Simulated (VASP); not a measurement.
# F2 in VASP: further runs

The runs below take F2 through single point, relaxation of the atoms, with PBEsol.

Everything below comes from runs of VASP 6.6.1. Logs are shortened: lines on timing, memory, paths and dates and some standing lists are left out, and cuts for length are marked.

### 1 The cell of the first run

The cell holds a molecule in a box, 2 atoms: a = 13.000 Å, b = 13.300 Å, c = 13.600 Å, α = 90.00°, β = 90.00°, γ = 90.00°.

### 2 Single point, PBEsol

File INCAR:

```
SYSTEM = F
  ALGO = Normal
  EDIFF = 1E-7
  ENCUT = 520
  GGA = PS
  ISIF = 2
  ISMEAR = 0
  LASPH = .TRUE.
  LCHARG = .FALSE.
  LREAL = .FALSE.
  LWAVE = .FALSE.
  NBANDS = 14
  NELM = 100
  PREC = Accurate
  SIGMA = 0.01
```

File KPOINTS:

```
k-points
0
G
  1 1 1
  0 0 0
```

File POSCAR:

```
F
1.0
   13.0000000000      0.0000000000      0.0000000000
    0.0000000000     13.3000000000      0.0000000000
    0.0000000000      0.0000000000     13.6000000000
F
2
Direct
    0.4462236431      0.5000000000      0.5000000000
    0.5537763569      0.5000000000      0.5000000000
```

Potentials or basis: VASP PAW PBE potentials, release 64 (F).

Command:

```console
> cat potpaw_PBE.64/F/POTCAR > POTCAR
> mpirun -np 1 vasp_gam > vasp.out
```

OUTCAR:

```text
SYSTEM = F
   EDIFF = 1E-7
   ENCUT = 520
   GGA = PS
   ISIF = 2
   ISMEAR = 0
   LASPH = .TRUE.
   LREAL = .FALSE.
   NELM = 100
   PREC = Accurate

 ion  position               nearest neighbor table
   1  0.446  0.500  0.500-   2 1.40
   2  0.554  0.500  0.500-   1 1.40

  LATTYP: Found a simple orthorhombic cell.
 ALAT       =    13.0000000000
 B/A-ratio  =     1.0230769231
 C/A-ratio  =     1.0461538462

  Lattice vectors:

 A1 = (  13.0000000000,   0.0000000000,   0.0000000000)
 A2 = (   0.0000000000,  13.3000000000,   0.0000000000)
 A3 = (   0.0000000000,   0.0000000000,  13.6000000000)

Analysis of symmetry for initial positions (statically):
=====================================================================
 Subroutine PRICEL returns:
 Original cell was already a primitive cell.

 Routine SETGRP: Setting up the symmetry group for a
 simple orthorhombic supercell.

 Subroutine GETGRP returns: Found  8 space group operations
 (whereof  8 operations were pure point group operations)
 out of a pool of  8 trial point group operations.

The static configuration has the point symmetry D_2h.

Analysis of symmetry for dynamics (positions and initial velocities):
=====================================================================
 Subroutine PRICEL returns:
 Original cell was already a primitive cell.

 Routine SETGRP: Setting up the symmetry group for a
 simple orthorhombic supercell.

 Subroutine GETGRP returns: Found  8 space group operations
 (whereof  8 operations were pure point group operations)
 out of a pool of  8 trial point group operations.

The dynamic configuration has the point symmetry D_2h.

 Subroutine INISYM returns: Found  8 space group operations
 (whereof  8 operations are pure point group operations),
 and found     1 'primitive' translations

----------------------------------------------------------------------------------------

                                     Primitive cell

  volume of cell :    2351.4400

  direct lattice vectors                    reciprocal lattice vectors
    13.000000000  0.000000000  0.000000000     0.076923077  0.000000000  0.000000000
     0.000000000 13.300000000  0.000000000     0.000000000  0.075187970  0.000000000
     0.000000000  0.000000000 13.600000000     0.000000000  0.000000000  0.073529412

  length of vectors
    13.000000000 13.300000000 13.600000000     0.076923077  0.075187970  0.073529412

  position of ions in fractional coordinates (direct lattice)
     0.446223643  0.500000000  0.500000000
     0.553776357  0.500000000  0.500000000

  ion indices of the primitive-cell ions
   primitive index   ion index
                 1           1
                 2           2

----------------------------------------------------------------------------------------

 KPOINTS: k-points

Automatic generation of k-mesh.
 Grid dimensions read from file:
 generate k-points for:    1    1    1

 Generating k-lattice:

  Cartesian coordinates                     Fractional coordinates (reciprocal lattice)
     0.076923077  0.000000000  0.000000000     1.000000000  0.000000000  0.000000000
     0.000000000  0.075187970  0.000000000     0.000000000  1.000000000  0.000000000
     0.000000000  0.000000000  0.073529412     0.000000000  0.000000000  1.000000000

  Length of vectors
     0.076923077  0.075187970  0.073529412

  Shift w.r.t. Gamma in fractional coordinates (k-lattice)
     0.000000000  0.000000000  0.000000000

 Subroutine IBZKPT returns following result:
 ===========================================

 Found      1 irreducible k-points:

 Following reciprocal coordinates:
            Coordinates               Weight
  0.000000  0.000000  0.000000      1.000000
   k-points           NKPTS =      1   k-points in BZ     NKDIM =      1   number of bands    NBANDS=     14
   number of dos      NEDOS =    301   number of ions     NIONS =      2
   total plane-waves  NPLWV = ******
   dimension x,y,z NGX =    98 NGY =  100 NGZ =  108
   dimension x,y,z NGXF=   196 NGYF=  200 NGZF=  216
   ions per type =               2
   NGX,Y,Z   is equivalent  to a cutoff of  12.53, 12.50, 13.20 a.u.
   NGXF,Y,Z  is equivalent  to a cutoff of  25.06, 25.00, 26.40 a.u.
 SYSTEM =  F
   PREC   = accura    normal or accurate (medium, high low for compatibility)
   ISTART =      0    job   : 0-new  1-cont  2-samecut
   ICHARG =      2    charge: 1-file 2-atom 10-const
   ISPIN  =      1    spin polarized calculation?
   LNONCOLLINEAR =      F non collinear calculations
   LSORBIT =      F    spin-orbit coupling
   LASPH  =      T    aspherical Exc in radial PAW
   ENCUT  =  520.0 eV  38.22 Ry    6.18 a.u.  24.17 24.73 25.29*2*pi/ulx,y,z
   NELM   =    100;   NELMIN=  2; NELMDL= -5     # of ELM steps
   EDIFF  = 0.1E-06   stopping-criterion for ELM
   LREAL  =      F    real-space projection
   EDIFFG = 0.1E-05   stopping-criterion for IOM
   NSW    =      0    number of steps for IOM
   IBRION =     -1    ionic relax: 0-MD 1-quasi-New 2-CG
   NFREE  =      0    steps in history (QN), initial steepest desc. (CG)
   ISIF   =      2    stress and relaxation
   ISYM   =      2    0-nonsym 1-usesym 2-fastsym
   POTIM  = 0.5000    time-step for ionic-motion
   TEBEG  =    0.0;   TEEND  =   0.0 temperature during run
   PSTRESS=    0.0 pullay stress
   NELECT =      14.0000    total number of electrons
   NUPDOWN=      -1.0000    fix difference up-down
   EMIN   =  10.00;   EMAX   =-10.00  energy-range for DOS
   EFERMI =   0.00;   METHOD = LEGACY
   ISMEAR =     0;   SIGMA  =   0.01  broadening in eV -4-tet -1-fermi 0-gaus
   EFERMI_NEDOS =   21; number of points for ismear=-14 and -15
   IALGO  =     38    algorithm
   IMIX   =      4    mixing-type and parameters
     AMIX     =   0.40;   BMIX     =  1.00
     AMIX_MAG =   1.60;   BMIX_MAG =  1.00
  volume/ion in A,a.u.               =    1175.72      7934.15
  Fermi-wavevector in a.u.,A,eV,Ry     =   0.296715  0.560710  1.197854  0.088040
  Thomas-Fermi vector in A             =   1.161512
   LORBIT       =      0    0 simple, 1 ext, 2 COOP (PROOUT), +10 PAW based schemes
   GGA     = PS    functional components
   LHFCALC =     F    Hartree Fock is set to
   AEXX    =    0.0000 exact exchange contribution
   IVDW    =     0    specifies the selected vdW correction
   LEPSILON=     F    determine dielectric tensor
   LRPA    =     F    only Hartree local field effects (RPA)
 non-spin polarized calculation
 Gauss-broadening in eV      SIGMA  =   0.01
  energy-cutoff  :      520.00
  volume of cell :     2351.44
 maximum number of plane-waves:     31662
 NGX is ok and might be reduce to    98
   NGX = 49   NGY = 49   NGZ = 51

 number of electron      13.9999989 magnetization

 Free energy of the ion-electron system (eV)
  ---------------------------------------------------
  ext. energy  EPLUGINS =         0.00000000
  ---------------------------------------------------
  free energy    TOTEN  =        -3.86423255 eV

  energy without entropy =       -3.86423255  energy(sigma->0) =       -3.86423255

 E-fermi :  -9.1802     XC(G=0):  -0.2329

 val. band max:       -9.2723226271   @ k =   0.0000   0.0000   0.0000
 cond. band min:      -5.6159234822   @ k =   0.0000   0.0000   0.0000
 fundamental gap:      3.6563991449
 Fermi energy:        -9.1801748961

 k-point     1 :       0.0000    0.0000    0.0000
  band No.  band energies     occupation
      1     -34.1121      2.00000
      2     -27.3944      2.00000
      3     -15.4456      2.00000
      4     -12.8288      2.00000
      5     -12.8288      2.00000
      6      -9.2723      2.00000
      7      -9.2723      2.00000
      8      -5.6159      0.00000
      9      -0.1829      0.00000
     10       0.5184      0.00000
     11       0.7151      0.00000
     12       0.7465      0.00000
     13       0.7532      0.00000
     14       0.8270      0.00000

------------------------ aborting loop because EDIFF is reached ----------------------------------------

  FORCE on cell =-STRESS in cart. coord.  units (eV):
  Direction    XX          YY          ZZ          XY          YZ          ZX
  --------------------------------------------------------------------------------------
  -------------------------------------------------------------------------------------
  Total        0.5111561     -0.1210155     -0.1213840      0.0000000      0.0000000      0.0000000
  in kB        0.3482813     -0.0824551     -0.0827062      0.0000000      0.0000000      0.0000000
  external PRESSURE =       0.0610400 kB  Pullay stress =       0.0000000 kB

 VOLUME and BASIS-vectors are now :
 -----------------------------------------------------------------------------
  energy-cutoff  :      520.00
  volume of cell :     2351.44
      direct lattice vectors                 reciprocal lattice vectors
    13.000000000  0.000000000  0.000000000     0.076923077  0.000000000  0.000000000
     0.000000000 13.300000000  0.000000000     0.000000000  0.075187970  0.000000000
     0.000000000  0.000000000 13.600000000     0.000000000  0.000000000  0.073529412

 POSITION                                       TOTAL-FORCE (eV/Angst)
 -----------------------------------------------------------------------------------
      5.80091      6.65000      6.80000        -0.435384      0.000000      0.000000
      7.19909      6.65000      6.80000         0.435384      0.000000     -0.000000
 -----------------------------------------------------------------------------------
    total drift:                                0.000000     -0.000000     -0.000000

  FREE ENERGIE OF THE ION-ELECTRON SYSTEM (eV)
  ---------------------------------------------------
  free  energy   TOTEN  =        -3.8642325505 eV

  energy  without entropy=       -3.8642325505  energy(sigma->0) =       -3.86423255
```

Run time: 4.6 min. Hardware: 1 thread of AMD EPYC 7R13, shared host; peak memory 1.3 GiB.

What came out:

| Item | Value |
| --- | --- |
| Free energy | -3.8642 eV |
| Largest force | 0.435 eV/Å |
| Gap between the frontier levels | 3.66 eV |

Forces on the atoms (eV/Å):
```
F   -0.435  0.000  0.000
F    0.435  0.000  0.000
```

Caveat: the PAW data sets were made with another functional, which shifts forces and pressure a little.

### 3 Relaxation of the atoms, PBEsol

File INCAR:

```
SYSTEM = F
  PREC = Accurate
  ENCUT = 520
  EDIFF = 1E-6
  ISMEAR = 0
  SIGMA = 0.01
  LREAL = .False.
  LASPH = .True.
  NELM = 80
  ALGO = Normal
  ISIF = 2
  LWAVE = .False.
  LCHARG = .False.
  GGA = PS
  IBRION = 2
  NSW = 60
  EDIFFG = -0.005
```

File KPOINTS:

```
regular mesh
0
Gamma
  1 1 1
  0 0 0
```

File POSCAR:

```
F
1.0
   13.0000000000      0.0000000000      0.0000000000
    0.0000000000     13.3000000000      0.0000000000
    0.0000000000      0.0000000000     13.6000000000
F
2
Direct
    0.4453846154      0.5000000000      0.5000000000
    0.5546153846      0.5000000000      0.5000000000
```

Potentials or basis: VASP PAW PBE potentials, release 64 (F).

Command:

```console
> cat potpaw_PBE.64/F/POTCAR > POTCAR
> mpirun -np 1 vasp_gam > vasp.out
```

It took 8.5 min on 1 thread of AMD EPYC 7R13, shared host; peak memory 1.3 GiB.

It converged, with:

```
Free energy                     : -3.8667 eV
Energy gained by relaxing       : 1.0 meV/atom
Ionic steps                     : 3
Gap between the frontier levels : 3.51 eV
```

Step by step:
| step | energy change (eV) | largest force (eV/Å) | pressure (GPa) |
| --- | --- | --- | --- |
| 1 | 0.0000 | 0.3815 | -0.02 |
| 2 | 0.0116 | 1.0635 | 0.03 |
| 3 | -0.0020 | 0.0004 | -0.01 |

Final structure:
```cif
data_structure
_symmetry_space_group_name_H-M 'P 1'
_symmetry_Int_Tables_number 1
_cell_length_a 13.0000
_cell_length_b 13.3000
_cell_length_c 13.6000
_cell_angle_alpha 90.000
_cell_angle_beta 90.000
_cell_angle_gamma 90.000
_cell_volume 2351.44
loop_
_atom_site_label
_atom_site_type_symbol
_atom_site_fract_x
_atom_site_fract_y
_atom_site_fract_z
_atom_site_occupancy
F1 F 0.44579 0.50000 0.50000 1
F2 F 0.55421 0.50000 0.50000 1
```

Levels at points of the mesh, in eV from the valence-band top:
```
           k point  band 4  band 5  band 6  band 7  band 8  band 9  band 10  band 11
(0.00, 0.00, 0.00)   -3.45   -3.45    0.00    0.00    3.51    9.14     9.84    10.03
```

Caveat: the PAW data sets were made with another functional, which shifts forces and pressure a little.

### 4 Single point, PBEsol

File INCAR:

```
SYSTEM = F
  ALGO = Normal
  EDIFF = 1E-6
  ENCUT = 910
  GGA = PS
  GGA_COMPAT = .FALSE.
  ISIF = 2
  ISMEAR = 0
  LASPH = .TRUE.
  LCHARG = .FALSE.
  LREAL = .FALSE.
  LWAVE = .FALSE.
  NBANDS = 14
  NELM = 120
  NELMDL = -8
  PREC = Accurate
  SIGMA = 0.01
```

File KPOINTS:

```
k-points
0
G
  1 1 1
  0 0 0
```

File POSCAR:

```
F
1.0
   13.0000000000      0.0000000000      0.0000000000
    0.0000000000     13.3000000000      0.0000000000
    0.0000000000      0.0000000000     13.6000000000
F
2
Direct
    0.4462236431      0.5000000000      0.5000000000
    0.5537763569      0.5000000000      0.5000000000
```

Potentials or basis: VASP PAW PBE potentials, release 64 (F_h).

Command:

```console
> cat potpaw_PBE.64/F_h/POTCAR > POTCAR
> mpirun -np 1 vasp_gam > vasp.out
```

Run time: 4.9 min. Hardware: 1 thread of Intel Xeon 6975P-C (Granite Rapids), shared host; peak memory 3.3 GiB.

The run converged. Its results:

* Free energy: -3.9520 eV
* Largest force: 0.030 eV/Å
* Gap between the frontier levels: 3.73 eV

Forces on the atoms (eV/Å):
```
F   -0.030  0.000  0.000
F    0.030  0.000  0.000
```

Levels at points of the mesh, in eV from the valence-band top:
```tsv
k point	band 3	band 4	band 5	band 6	band 7	band 8	band 9	band 10	band 11	band 12
(0.00, 0.00, 0.00)	-6.19	-3.56	-3.56	0.00	0.00	3.73	9.08	9.77	9.98	10.01
```

Caveat: the cutoff is under 1.25 times the usual one of these potentials, so pressure, stress and relaxed cells hold a basis-set (Pulay) error; the PAW data sets were made with another functional, which shifts forces and pressure a little.

### 5 Overview

```tsv
task	potentials or basis	cell	cutoff (eV)	second run	gap on the mesh (eV)	largest force (eV/Å)
single point	VASP PAW PBE potentials, release 64 (F)	as given	520	-	3.66	0.44
relaxation of the atoms	VASP PAW PBE potentials, release 64 (F)	atoms relaxed	520	-	3.51	-
single point	VASP PAW PBE potentials, release 64 (F_h)	as given	910	hard_potentials	3.73	0.03
```

Alike in all rows: level PBEsol; no spin polarisation; k mesh 1 × 1 × 1; smearing gaussian 0.01 eV.

Caveats: the PAW data sets were made with another functional, which shifts forces and pressure a little; the cutoff is under 1.25 times the usual one of these potentials, so pressure, stress and relaxed cells hold a basis-set (Pulay) error (some runs).

Total energies depend on the potentials used, so only differences within one code and one set of settings carry meaning.
